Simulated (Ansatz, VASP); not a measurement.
# Ir: VASP beside Ansatz

```
Ir
1.0
     0.00000    1.94496    1.94496
     1.94496    0.00000    1.94496
     1.94496    1.94496    0.00000
Ir
1
Direct
  0.00000 0.00000 0.00000
```

Change from the starting cell: volume scaled by 1.04, PAW files.

Alike in both runs: task electric field gradients; functional PBEsol; k mesh 15 × 15 × 15; occupations fermi-dirac, width 0.05 eV; no spin polarisation.

```csv
,VASP,Ansatz
version,VASP 6.6.1,Ansatz 0.2.0
potentials or method,"VASP PAW PBE potentials, release 64 (Ir)","PAW with Ansatz's default frozen-core files, scalar-relativistic"
plane-wave cutoff (eV),400,420
valence electrons in the cell,9,17
```

VASP gave:

```
pressure (GPa) : -15.3
```

Problem. Which values does Ansatz return?

Solution. Pressure (GPa): -16.0.

VASP's potentials were made for PBE, not for PBEsol. VASP's potentials hold 9 valence electrons a cell and Ansatz's 17, so a difference there can come from the potentials and not from the codes.

Spin-orbit coupling is off throughout.
